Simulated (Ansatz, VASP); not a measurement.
## BeRh3 in VASP and in Ansatz

File INCAR:

```
PREC = Accurate
ENCUT = 600
EDIFF = 1E-6
ISMEAR = 0
SIGMA = 0.1
LREAL = F
LASPH = T
NELM = 100
ALGO = Fast
ISIF = 3
LWAVE = F
LCHARG = F
GGA = PE
IBRION = 2
NSW = 90
EDIFFG = -0.04
```

File KPOINTS:

```
regular mesh
0
Gamma
  6 6 6
```

Contents of POSCAR:

```
BeRh3
1.0
    3.5578591654      0.0000000000      0.0000000000
    0.0000000000      3.5578591654      0.0000000000
    0.0000000000      0.0000000000      3.5578591654
Be Rh
1 3
Direct
    0.0000000000      0.0000000000      0.0000000000
    0.0000000000      0.5000000000      0.5000000000
    0.5000000000      0.0000000000      0.5000000000
    0.5000000000      0.5000000000      0.0000000000
```

Input for Ansatz:

```yaml
crystal:
  lattice:
    - [3.5578591654, 0.0, 0.0]
    - [0.0, 3.5578591654, 0.0]
    - [0.0, 0.0, 3.5578591654]
  atoms:
    - { symbol: Be, position: [0.0, 0.0, 0.0] }
    - { symbol: Rh, position: [0.0, 0.5, 0.5] }
    - { symbol: Rh, position: [0.5, 0.0, 0.5] }
    - { symbol: Rh, position: [0.5, 0.5, 0.0] }
basis:
  ecutwfc: 420
kpoints:
  mp_grid: { grid: [6, 6, 6] }
hamiltonian:
  xc: pbe
scf:
  occupations: { method: gaussian, width: 0.1 }
  lower_state_search: "off"
output:
  forces: true
  stress: true
  eigenvalues: true
relax:
  adjacent_minimum: "off"
  f_tol: 0.04
  max_steps: 70
  cell: { stress_tol: 0.4 }
```

Alike in both runs: task relaxation of cell and atoms; functional PBE; k mesh 6 × 6 × 6; occupations gaussian, width 0.1 eV; no spin polarisation.

```csv
,VASP,Ansatz
version,VASP 6.6.1,Ansatz 0.2.0
potentials or method,"VASP PAW PBE potentials, release 64 (Be, Rh_pv), cutoff 600 eV","scalar-relativistic, plane waves, PAW"
valence electrons in the cell,47,53
```

```tsv
	VASP	Ansatz	Ansatz less VASP
gap on the k mesh at the Fermi level, each at its own relaxed structure (eV)	none	none	-
relaxed volume (Å³/atom)	12.97	12.98	+0.013
relaxed cell length with the largest relative difference (Å)	3.729	3.731	+0.0013
```

A gap of «none» marks a metal or a gap that the smearing closes. VASP's potentials hold 47 valence electrons a cell and Ansatz's 53, so a difference there can come from the potentials and not from the codes.

Noted on VASP's run: the volume moved by over 15 % at a fixed basis, so the end points are rough.
